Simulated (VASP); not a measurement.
# KIr12 in VASP: single point with PBEsol

Aim: the single point of KIr12 with PBEsol.

Everything below comes from runs of VASP 6.6.1. Logs are shortened: lines on timing, memory, paths and dates and some standing lists are left out, and cuts for length are marked.

### Step 1. The cell of the first run

The cell holds a slab with vacuum, 13 atoms: a = 5.431 Å, b = 5.431 Å, c = 15.434 Å, α = 90.00°, β = 90.00°, γ = 60.00°.

### Step 2. Single point, PBEsol

INCAR reads:

```
SYSTEM = KIr12
  ALGO = Normal
  EDIFF = 1E-6
  ENCUT = 520
  GGA = PS
  ISIF = 2
  ISMEAR = 0
  LASPH = .True.
  LCHARG = .False.
  LREAL = .False.
  LWAVE = .False.
  NBANDS = 70
  NELM = 60
  PREC = Accurate
  SIGMA = 0.1
```

KPOINTS reads:

```
k-points
0
Gamma
  4 4 1
  0 0 0
```

POSCAR reads:

```
KIr12
1.0
    5.4305800000      0.0000000000      0.0000000000
    2.7152900000      4.7030200000      0.0000000000
    0.0000000000      0.0000000000     15.4340500000
Ir K
12 1
Direct
    0.1666666312      0.1666667375      0.0647918077
    0.6666666312      0.1666667375      0.0647918077
    0.1666666312      0.6666667375      0.0647918077
    0.6666666312      0.6666667375      0.0647918077
   -0.1658815875      0.3325807673      0.2051964974
    0.3353574756      0.3323200837      0.2028183788
   -0.1658821515      0.8333011554      0.2051953959
    0.3344135282      0.8327933966      0.2057171643
    0.0014434906     -0.0007229397      0.3460106712
    0.5007539463      0.0009666129      0.3450528539
    0.0066791364      0.4966653342      0.3428956107
    0.5007474266      0.4982779150      0.3450499383
    0.7807260386      0.6093897113      0.5280231048
```

Potentials or basis: VASP PAW PBE potentials, release 64 (Ir, K_sv).

Command:

```sh
$ cat potpaw_PBE.64/Ir/POTCAR potpaw_PBE.64/K_sv/POTCAR > POTCAR
$ mpirun -np 1 vasp_std > vasp.out
```

OUTCAR:

```text
SYSTEM = KIr12
   EDIFF = 1E-6
   ENCUT = 520
   GGA = PS
   ISIF = 2
   ISMEAR = 0
   LASPH = .True.
   LREAL = .False.
   NELM = 60
   PREC = Accurate

 ion  position               nearest neighbor table
   1  0.167  0.167  0.065-   6 2.65   5 2.67   8 2.68   3 2.72   3 2.72   4 2.72   4 2.72   2 2.72
                             2 2.72
   2  0.667  0.167  0.065-   6 2.64   7 2.67   5 2.67   4 2.72   3 2.72   4 2.72   3 2.72   1 2.72
                             1 2.72
   3  0.167  0.667  0.065-   6 2.65   7 2.67   8 2.68   1 2.72   1 2.72   2 2.72   2 2.72   4 2.72
                             4 2.72
   4  0.667  0.667  0.065-   7 2.68   5 2.68   8 2.68   2 2.72   1 2.72   2 2.72   1 2.72   3 2.72
                             3 2.72
   5  0.834  0.333  0.205-  11 2.65  12 2.67   1 2.67   2 2.67   4 2.68   9 2.68   6 2.71   7 2.71
                             8 2.72   8 2.72   7 2.72   6 2.72
   6  0.335  0.332  0.203-   2 2.64   1 2.65   3 2.65  11 2.66  12 2.69  10 2.69   7 2.71   5 2.71
                             8 2.72   8 2.72   5 2.72   7 2.72
   7  0.834  0.833  0.205-  11 2.65  10 2.67   3 2.67   2 2.67   4 2.68   9 2.68   6 2.71   5 2.71
                             8 2.72   8 2.72   5 2.72   6 2.72
   8  0.334  0.833  0.206-  12 2.66  10 2.66   9 2.67   4 2.68   1 2.68   3 2.68   7 2.72   5 2.72
                             5 2.72   7 2.72   6 2.72   6 2.72
   9  0.001  0.999  0.346-   8 2.67   5 2.68   7 2.68  10 2.71  12 2.71  11 2.72  11 2.72  12 2.72
                            10 2.72
  10  0.501  0.001  0.345-   8 2.66   7 2.67  11 2.69   6 2.69  12 2.70   9 2.71   9 2.72  12 2.73
                            11 2.74  13 3.40
  11  0.007  0.497  0.343-   7 2.65   5 2.65   6 2.66  12 2.69  10 2.69   9 2.72   9 2.72  10 2.74
                            12 2.74  13 3.05
  12  0.501  0.498  0.345-   8 2.66   5 2.67  11 2.69   6 2.69  10 2.70   9 2.71   9 2.72  10 2.73
                            11 2.74  13 3.40
  13  0.781  0.609  0.528-  11 3.05  12 3.40  10 3.40

  LATTYP: Found a hexagonal cell.
 ALAT       =     5.4305797945
 C/A-ratio  =     2.8420630180

  Lattice vectors:

 A1 = (  -2.7152900000,  -4.7030200000,   0.0000000000)
 A2 = (   5.4305800000,   0.0000000000,   0.0000000000)
 A3 = (   0.0000000000,   0.0000000000,  15.4340500000)

Analysis of symmetry for initial positions (statically):
=====================================================================
 Subroutine PRICEL returns:
 Original cell was already a primitive cell.

 Routine SETGRP: Setting up the symmetry group for a
 hexagonal supercell.

 Subroutine GETGRP returns: Found  1 space group operations
 (whereof  1 operations were pure point group operations)
 out of a pool of 24 trial point group operations.

The static configuration has the point symmetry C_1 .

Analysis of symmetry for dynamics (positions and initial velocities):
=====================================================================
 Subroutine PRICEL returns:
 Original cell was already a primitive cell.

 Routine SETGRP: Setting up the symmetry group for a
 hexagonal supercell.

 Subroutine GETGRP returns: Found  1 space group operations
 (whereof  1 operations were pure point group operations)
 out of a pool of 24 trial point group operations.

The dynamic configuration has the point symmetry C_1 .

 Subroutine INISYM returns: Found  1 space group operations
 (whereof  1 operations are pure point group operations),
 and found     1 'primitive' translations

----------------------------------------------------------------------------------------

                                     Primitive cell

  volume of cell :     394.1876

  direct lattice vectors                    reciprocal lattice vectors
     5.430580000  0.000000000  0.000000000     0.184142394 -0.106314666  0.000000000
     2.715290000  4.703020000  0.000000000     0.000000000  0.212629332  0.000000000
     0.000000000  0.000000000 15.434050000     0.000000000  0.000000000  0.064791808

  length of vectors
     5.430580000  5.430579795 15.434050000     0.212629324  0.212629332  0.064791808

  position of ions in fractional coordinates (direct lattice)
     0.166666631  0.166666738  0.064791808
     0.666666631  0.166666738  0.064791808
     0.166666631  0.666666738  0.064791808
[... 39 lines left out ...]
     0.000000000  0.053157333  0.000000000     0.000000000  0.250000000  0.000000000
     0.000000000  0.000000000  0.064791808     0.000000000  0.000000000  1.000000000

  Length of vectors
     0.053157331  0.053157333  0.064791808

  Shift w.r.t. Gamma in fractional coordinates (k-lattice)
     0.000000000  0.000000000  0.000000000

 Subroutine IBZKPT returns following result:
 ===========================================

 Found     10 irreducible k-points:

 Following reciprocal coordinates:
            Coordinates               Weight
  0.000000  0.000000  0.000000      1.000000
  0.250000  0.000000  0.000000      2.000000
  0.250000  0.250000  0.000000      2.000000
  0.000000  0.250000  0.000000      2.000000
  0.500000  0.000000  0.000000      1.000000
  0.500000  0.500000  0.000000      1.000000
  0.000000  0.500000  0.000000      1.000000
  0.500000  0.250000  0.000000      2.000000
  0.250000  0.500000  0.000000      2.000000
 -0.250000  0.250000  0.000000      2.000000
   k-points           NKPTS =     10   k-points in BZ     NKDIM =     10   number of bands    NBANDS=     70
   number of dos      NEDOS =    301   number of ions     NIONS =     13
   total plane-waves  NPLWV = 192000
   dimension x,y,z NGX =    40 NGY =   40 NGZ =  120
   dimension x,y,z NGXF=    80 NGYF=   80 NGZF=  240
   ions per type =              12   1
   NGX,Y,Z   is equivalent  to a cutoff of  12.25, 12.25, 12.93 a.u.
   NGXF,Y,Z  is equivalent  to a cutoff of  24.49, 24.49, 25.85 a.u.
 SYSTEM =  KIr12
   PREC   = accura    normal or accurate (medium, high low for compatibility)
   ISTART =      0    job   : 0-new  1-cont  2-samecut
   ICHARG =      2    charge: 1-file 2-atom 10-const
   ISPIN  =      1    spin polarized calculation?
   LNONCOLLINEAR =      F non collinear calculations
   LSORBIT =      F    spin-orbit coupling
   LASPH  =      T    aspherical Exc in radial PAW
   ENCUT  =  520.0 eV  38.22 Ry    6.18 a.u.  10.10 10.10 28.70*2*pi/ulx,y,z
   NELM   =     60;   NELMIN=  2; NELMDL= -5     # of ELM steps
   EDIFF  = 0.1E-05   stopping-criterion for ELM
   LREAL  =      F    real-space projection
   EDIFFG = 0.1E-04   stopping-criterion for IOM
   NSW    =      0    number of steps for IOM
   IBRION =     -1    ionic relax: 0-MD 1-quasi-New 2-CG
   NFREE  =      0    steps in history (QN), initial steepest desc. (CG)
   ISIF   =      2    stress and relaxation
   ISYM   =      2    0-nonsym 1-usesym 2-fastsym
   POTIM  = 0.5000    time-step for ionic-motion
   TEBEG  =    0.0;   TEEND  =   0.0 temperature during run
   PSTRESS=    0.0 pullay stress
   NELECT =     117.0000    total number of electrons
   NUPDOWN=      -1.0000    fix difference up-down
   EMIN   =  10.00;   EMAX   =-10.00  energy-range for DOS
   EFERMI =   0.00;   METHOD = LEGACY
   ISMEAR =     0;   SIGMA  =   0.10  broadening in eV -4-tet -1-fermi 0-gaus
   EFERMI_NEDOS =   21; number of points for ismear=-14 and -15
   IALGO  =     38    algorithm
   IMIX   =      4    mixing-type and parameters
     AMIX     =   0.40;   BMIX     =  1.00
     AMIX_MAG =   1.60;   BMIX_MAG =  1.00
  volume/ion in A,a.u.               =      30.32       204.62
  Fermi-wavevector in a.u.,A,eV,Ry     =   1.092033  2.063643 16.225441  1.192536
  Thomas-Fermi vector in A             =   2.228290
   LORBIT       =      0    0 simple, 1 ext, 2 COOP (PROOUT), +10 PAW based schemes
   GGA     = PS    functional components
   LHFCALC =     F    Hartree Fock is set to
   AEXX    =    0.0000 exact exchange contribution
   IVDW    =     0    specifies the selected vdW correction
   LEPSILON=     F    determine dielectric tensor
   LRPA    =     F    only Hartree local field effects (RPA)
 non-spin polarized calculation
 Gauss-broadening in eV      SIGMA  =   0.10
  energy-cutoff  :      520.00
  volume of cell :      394.19
 maximum number of plane-waves:     10640
   NGX = 21   NGY = 21   NGZ = 57

 number of electron     117.0000005 magnetization

 Free energy of the ion-electron system (eV)
  ---------------------------------------------------
  ext. energy  EPLUGINS =         0.00000000
  ---------------------------------------------------
  free energy    TOTEN  =      -111.97690452 eV

  energy without entropy =     -111.87382191  energy(sigma->0) =     -111.92536321

 E-fermi :   2.9178     XC(G=0):  -7.9163

 val. band max:        2.9151959355   @ k =   0.0000   0.2500   0.0000
 cond. band min:       2.9325122591   @ k =   0.2500   0.2500   0.0000
 fundamental gap:      0.0173163236
 Fermi energy:         2.9177968955

 k-point     1 :       0.0000    0.0000    0.0000
  band No.  band energies     occupation
      1     -28.5956      2.00000
      2     -12.1868      2.00000
      3     -12.1552      2.00000
      4     -12.1528      2.00000
      5      -7.4745      2.00000
      6      -5.4256      2.00000
[... 719 lines left out ...]
     69       3.6966      0.00000
     70       3.7440      0.00000

------------------------ aborting loop because EDIFF is reached ----------------------------------------

  FORCE on cell =-STRESS in cart. coord.  units (eV):
  Direction    XX          YY          ZZ          XY          YZ          ZX
  --------------------------------------------------------------------------------------
  -------------------------------------------------------------------------------------
  Total      -14.9503584    -15.1857851      0.1514970     -0.2030047      0.1922938     -0.3340208
  in kB      -60.7658032    -61.7226959      0.6157602     -0.8251134      0.7815792     -1.3576291
  external PRESSURE =     -40.6242463 kB  Pullay stress =       0.0000000 kB

 VOLUME and BASIS-vectors are now :
 -----------------------------------------------------------------------------
  energy-cutoff  :      520.00
  volume of cell :      394.19
      direct lattice vectors                 reciprocal lattice vectors
     5.430580000  0.000000000  0.000000000     0.184142394 -0.106314666  0.000000000
     2.715290000  4.703020000  0.000000000     0.000000000  0.212629332  0.000000000
     0.000000000  0.000000000 15.434050000     0.000000000  0.000000000  0.064791808

 POSITION                                       TOTAL-FORCE (eV/Angst)
 -----------------------------------------------------------------------------------
      1.35764      0.78384      1.00000        -0.077881     -0.079371     -0.078785
      4.07293      0.78384      1.00000         0.091743     -0.053011     -0.135166
      2.71529      3.13535      1.00000         0.029783      0.107188     -0.078715
      5.43058      3.13535      1.00000         0.004810     -0.002767      0.062651
      5.43280      1.56413      3.16701        -0.000585     -0.000880     -0.002545
      2.72353      1.56291      3.13031        -0.000321      0.000019      0.009932
      6.79240      3.91903      3.16700         0.000327      0.001050     -0.002441
      4.07733      3.91664      3.17505        -0.000911      0.000701     -0.006157
      2.72117      4.69962      5.34035        -0.000011     -0.000028      0.058863
      2.72201      0.00455      5.32556        -0.000370     -0.000224      0.055480
      1.38486      2.33583      5.29227        -0.001796      0.001086      0.058118
      4.07232      2.34341      5.32552         0.000001      0.000475      0.055859
      5.89446      2.86597      8.14954        -0.044789      0.025762      0.002906
 -----------------------------------------------------------------------------------
    total drift:                                0.000361     -0.000206      0.002342

  FREE ENERGIE OF THE ION-ELECTRON SYSTEM (eV)
  ---------------------------------------------------
  free  energy   TOTEN  =      -111.9769045217 eV

  energy  without entropy=     -111.8738219074  energy(sigma->0) =     -111.92536321
```

It took 14 min on 1 thread of Intel Xeon Platinum 8175M at 2.50GHz (Skylake/Cascade Lake), shared host; peak memory 0.57 GiB.

Results:

```yaml
Free_energy: -111.9769 eV
Largest_force: 0.172 eV/Å
Band_gap_on_the_k_mesh: zero (an odd number of electrons rules out a gap without spin polarisation)
```

Forces on the atoms (eV/Å):
```
Ir  -0.078 -0.079 -0.079
Ir   0.092 -0.053 -0.135
Ir   0.030  0.107 -0.079
Ir   0.005 -0.003  0.063
Ir  -0.001 -0.001 -0.003
Ir   0.000  0.000  0.010
Ir   0.000  0.001 -0.002
Ir  -0.001  0.001 -0.006
Ir   0.000  0.000  0.059
Ir   0.000  0.000  0.055
Ir  -0.002  0.001  0.058
Ir   0.000  0.000  0.056
K   -0.045  0.026  0.003
```

Levels at points of the mesh, in eV from the Fermi level:
```tsv
k point	band 57	band 58	band 59	band 60	band 61	band 62
(0.00, 0.00, 0.00)	0.53	0.69	0.70	0.72	0.75	0.76
(0.50, 0.00, 0.00)	-0.76	-0.69	-0.53	-0.52	-0.34	-0.33
(0.50, 0.50, 0.00)	-0.74	-0.69	-0.55	-0.52	-0.35	-0.33
(0.00, 0.50, 0.00)	-0.74	-0.69	-0.55	-0.52	-0.35	-0.33
```

Caveat: the PAW data sets were made with another functional, which shifts forces and pressure a little; spin-orbit coupling is left out, which moves the levels of the heavy elements.
